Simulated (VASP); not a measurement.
# ZnSe (Fm-3m) in VASP: single point with HSE06

Aim: the single point of ZnSe with HSE06.

All numbers are computed with VASP 6.6.1; they aren't measurements. Logs are shortened: lines on timing, memory, paths and dates and some standing lists are left out, and cuts for length are marked.

## (1) The cell of the first run

The structure is cubic, space group Fm-3m (No. 225). The conventional cell has a = 5.318 Å, b = 5.318 Å, c = 5.318 Å, α = 90.00°, β = 90.00°, γ = 90.00°. Within 3.5 Å of Zn (site symmetry m-3m) lie 6 Se at 2.66 Å. Within 3.5 Å of Se (site symmetry m-3m) lie 6 Zn at 2.66 Å.

## (2) Single point, HSE06

Input file POSCAR:

```
ZnSe
1.0
    0.0000000000      2.6587577905      2.6587577905
    2.6587577905      0.0000000000      2.6587577905
    2.6587577905      2.6587577905      0.0000000000
Zn Se
1 1
Direct
    0.0000000000      0.0000000000      0.0000000000
    0.5000000000      0.5000000000      0.5000000000
```

Input file INCAR.step1:

```
ALGO = Normal
EDIFF = 1E-5
ENCUT = 520
GGA = PE
ISIF = 2
ISMEAR = -1
LASPH = T
LREAL = F
LWAVE = T
NBANDS = 16
NELM = 60
PREC = Accurate
SIGMA = 0.02
```

Input file INCAR.step2:

```
ALGO = Normal
EDIFF = 1E-7
ENCUT = 520
GGA = PE
HFSCREEN = 0.2079
ISIF = 2
ISMEAR = -1
ISTART = 1
LASPH = T
LCHARG = T
LELF = T
LHFCALC = T
LREAL = F
LVHAR = T
LWAVE = F
NBANDS = 16
NELM = 60
PREC = Accurate
PRECFOCK = Normal
SIGMA = 0.02
```

Input file KPOINTS:

```
k-points
0
Gamma
  4 4 4
```

Potentials or basis: VASP PAW PBE potentials, release 64 (Zn, Se).

The run is started by

```bash
> cat potpaw_PBE.64/Zn/POTCAR potpaw_PBE.64/Se/POTCAR > POTCAR
> cp INCAR.step1 INCAR
> mpirun -np 1 vasp_std > vasp.out
> cp INCAR.step2 INCAR
> mpirun -np 1 vasp_std > vasp.out
```

OUTCAR:

```text
EDIFF = 1E-7
   ENCUT = 520
   GGA = PE
   HFSCREEN = 0.2079
   ISIF = 2
   ISMEAR = -1
   ISTART = 1
   LASPH = T
   LHFCALC = T
   LREAL = F
   NELM = 60
   PREC = Accurate
   PRECFOCK = Normal

 ion  position               nearest neighbor table
   1  0.000  0.000  0.000-   2 2.66   2 2.66   2 2.66   2 2.66   2 2.66   2 2.66
   2  0.500  0.500  0.500-   1 2.66   1 2.66   1 2.66   1 2.66   1 2.66   1 2.66

  LATTYP: Found a face centered cubic cell.
 ALAT       =     5.3175155810

  Lattice vectors:

 A1 = (   0.0000000000,   2.6587577905,   2.6587577905)
 A2 = (   2.6587577905,   0.0000000000,   2.6587577905)
 A3 = (   2.6587577905,   2.6587577905,   0.0000000000)

Analysis of symmetry for initial positions (statically):
=====================================================================
 Subroutine PRICEL returns:
 Original cell was already a primitive cell.

 Routine SETGRP: Setting up the symmetry group for a
 face centered cubic supercell.

 Subroutine GETGRP returns: Found 48 space group operations
 (whereof 48 operations were pure point group operations)
 out of a pool of 48 trial point group operations.

The static configuration has the point symmetry O_h .

Analysis of symmetry for dynamics (positions and initial velocities):
=====================================================================
 Subroutine PRICEL returns:
 Original cell was already a primitive cell.

 Routine SETGRP: Setting up the symmetry group for a
 face centered cubic supercell.

 Subroutine GETGRP returns: Found 48 space group operations
 (whereof 48 operations were pure point group operations)
 out of a pool of 48 trial point group operations.

The dynamic configuration has the point symmetry O_h .

 Subroutine INISYM returns: Found 48 space group operations
 (whereof 48 operations are pure point group operations),
 and found     1 'primitive' translations

----------------------------------------------------------------------------------------

[... 73 lines left out ...]
   ENCUT  =  520.0 eV  38.22 Ry    6.18 a.u.   6.99  6.99  6.99*2*pi/ulx,y,z
   NELM   =     60;   NELMIN=  2; NELMDL=  0     # of ELM steps
   EDIFF  = 0.1E-06   stopping-criterion for ELM
   LREAL  =      F    real-space projection
   EDIFFG = 0.1E-05   stopping-criterion for IOM
   NSW    =      0    number of steps for IOM
   IBRION =     -1    ionic relax: 0-MD 1-quasi-New 2-CG
   NFREE  =      0    steps in history (QN), initial steepest desc. (CG)
   ISIF   =      2    stress and relaxation
   ISYM   =      3    0-nonsym 1-usesym 2-fastsym
   POTIM  = 0.5000    time-step for ionic-motion
   TEBEG  =    0.0;   TEEND  =   0.0 temperature during run
   PSTRESS=    0.0 pullay stress
   NELECT =      18.0000    total number of electrons
   NUPDOWN=      -1.0000    fix difference up-down
   EMIN   =  10.00;   EMAX   =-10.00  energy-range for DOS
   EFERMI =   0.00;   METHOD = LEGACY
   ISMEAR =    -1;   SIGMA  =   0.02  broadening in eV -4-tet -1-fermi 0-gaus
   EFERMI_NEDOS =   21; number of points for ismear=-14 and -15
   IALGO  =     38    algorithm
   IMIX   =      1    mixing-type and parameters
     AMIX     =   0.40;   BMIX     =  1.00
     AMIX_MAG =   1.60;   BMIX_MAG =  1.00
  volume/ion in A,a.u.               =      18.79       126.83
  Fermi-wavevector in a.u.,A,eV,Ry     =   1.280787  2.420336 22.319204  1.640415
  Thomas-Fermi vector in A             =   2.413195
   LORBIT       =      0    0 simple, 1 ext, 2 COOP (PROOUT), +10 PAW based schemes
   GGA     = PE    functional components
   LHFCALC =     T    Hartree Fock is set to
   PRECFOCK=normal    Normal, Fast or Accurate (Low or Medium for compatibility)
   ENCUT4O =  -1.0   cutoff for four orbital integrals eV
   NKREDX  =     1    reduce k-point grid by
   NKREDY  =     1    reduce k-point grid by
   NKREDZ  =     1    reduce k-point grid by
   AEXX    =    0.2500 exact exchange contribution
   HFSCREEN=    0.2079 screening length (either q_TF or 0.3 A-1)
   HFSCREENC=   0.2079 screening length for correlation (either q_TF or 0.3 A-1)
   ENCUTFOCK=  -1.0 apply spherical cutoff to Coloumb kernel
   IVDW    =     0    specifies the selected vdW correction
   LEPSILON=     F    determine dielectric tensor
   LRPA    =     F    only Hartree local field effects (RPA)
 non-spin polarized calculation
  energy-cutoff  :      520.00
  volume of cell :       37.59
 maximum number of plane-waves:      1036
  NGX = 24; NGY = 24; NGZ = 24

 number of electron      18.0000019 magnetization

 Free energy of the ion-electron system (eV)
  ---------------------------------------------------
  ext. energy  EPLUGINS =         0.00000000
  ---------------------------------------------------
  free energy    TOTEN  =        -6.63373498 eV

  energy without entropy =       -6.63042125  energy(sigma->0) =       -6.63207811

 E-fermi :   2.6929     XC(G=0):  -8.6986

 val. band max:        2.6848862802   @ k =   0.5000   0.0000   0.0000
 cond. band min:       4.7673069253   @ k =   0.0000   0.0000   0.0000
 fundamental gap:      2.0824206451
 Fermi energy:         2.6928884830

 k-point     1 :       0.0000    0.0000    0.0000
  band No.  band energies     occupation
      1     -12.4222      2.00000
      2      -5.6735      2.00000
      3      -5.6731      2.00000
      4      -5.6285      2.00000
      5      -5.6285      2.00000
      6      -5.6285      2.00000
[... 129 lines left out ...]
      3      -5.6459      2.00000
      4      -5.6459      2.00000
      5      -5.4837      2.00000
      6      -5.2014      2.00000
[... 8 lines left out ...]
     15      17.3714      0.00000
     16      20.8828      0.00000

------------------------ aborting loop because EDIFF is reached ----------------------------------------

  FORCE on cell =-STRESS in cart. coord.  units (eV):
  Direction    XX          YY          ZZ          XY          YZ          ZX
  --------------------------------------------------------------------------------------
  -------------------------------------------------------------------------------------
  Total        0.3502560      0.3502560      0.3502560      0.0000000      0.0000000     -0.0000000
  in kB       14.9289702     14.9289702     14.9289702      0.0000000      0.0000000     -0.0000000
  external PRESSURE =      14.9289702 kB  Pullay stress =       0.0000000 kB

 VOLUME and BASIS-vectors are now :
 -----------------------------------------------------------------------------
  energy-cutoff  :      520.00
  volume of cell :       37.59
      direct lattice vectors                 reciprocal lattice vectors
     0.000000000  2.658757791  2.658757791    -0.188057747  0.188057747  0.188057747
     2.658757791  0.000000000  2.658757791     0.188057747 -0.188057747  0.188057747
     2.658757791  2.658757791  0.000000000     0.188057747  0.188057747 -0.188057747

 POSITION                                       TOTAL-FORCE (eV/Angst)
 -----------------------------------------------------------------------------------
      0.00000      0.00000      0.00000         0.000000      0.000000      0.000000
      2.65876      2.65876      2.65876        -0.000000     -0.000000     -0.000000
 -----------------------------------------------------------------------------------
    total drift:                                0.000000      0.000000      0.000000

  FREE ENERGIE OF THE ION-ELECTRON SYSTEM (eV)
  ---------------------------------------------------
  free  energy   TOTEN  =        -6.6337349775 eV

  energy  without entropy=       -6.6304212505  energy(sigma->0) =       -6.63207811
```

OUTCAR.step1:

```text
EDIFF = 1E-5
   ENCUT = 520
   GGA = PE
   ISIF = 2
   ISMEAR = -1
[... 353 lines left out ...]
 -----------------------------------------------------------------------------------
      0.00000      0.00000      0.00000         0.000000      0.000000      0.000000
      2.65876      2.65876      2.65876        -0.000000      0.000000     -0.000000
 -----------------------------------------------------------------------------------
    total drift:                               -0.000000      0.000000      0.000000

  FREE ENERGIE OF THE ION-ELECTRON SYSTEM (eV)
  ---------------------------------------------------
  free  energy   TOTEN  =        -5.3001267024 eV

  energy  without entropy=       -5.2968129727  energy(sigma->0) =       -5.29846984
```

OSZICAR.step1:

```text
N       E                     dE             d eps       ncg     rms          rms(c)
DAV:   1     0.823835063265E+02    0.82384E+02   -0.88495E+03   256   0.134E+03
DAV:   2    -0.863907176973E+00   -0.83247E+02   -0.78081E+02   256   0.255E+02
DAV:   3    -0.561137393093E+01   -0.47475E+01   -0.47005E+01   320   0.585E+01
DAV:   4    -0.564276581852E+01   -0.31392E-01   -0.31388E-01   312   0.491E+00
DAV:   5    -0.564289101930E+01   -0.12520E-03   -0.12520E-03   336   0.300E-01    0.449E+00
DAV:   6    -0.532868651253E+01    0.31420E+00   -0.60736E-01   312   0.232E+01    0.360E+00
DAV:   7    -0.530181306255E+01    0.26873E-01   -0.14122E-01   280   0.358E+00    0.154E+00
DAV:   8    -0.530015080276E+01    0.16623E-02   -0.60943E-03   328   0.870E-01    0.445E-01
DAV:   9    -0.530009914846E+01    0.51654E-04   -0.12210E-03   312   0.313E-01    0.599E-02
DAV:  10    -0.530012195013E+01   -0.22802E-04   -0.11002E-04   328   0.122E-01    0.226E-02
DAV:  11    -0.530012670243E+01   -0.47523E-05   -0.16060E-05   272   0.558E-02
   1 F= -.53001267E+01 E0= -.52984698E+01  d E =-.331373E-02
```

Wall time 17 min (1 thread of Intel Xeon Platinum 8259CL at 2.50GHz (Skylake/Cascade Lake), shared host); peak memory 0.27 GiB.

What came out:

- Free energy: -6.6337 eV
- Pressure: 1.5 GPa
- Band gap on the k mesh: zero (bands 9 and 10 overlap by 0.15 eV)

Caveat: the k points lie up to 0.51 Å⁻¹ apart; the structure was generated, so it needn't be the stable form of ZnSe; the PAW data sets were made with another functional, which shifts forces and pressure a little.

The gap in the log of VASP goes by the Fermi energy; the results here count the filled bands.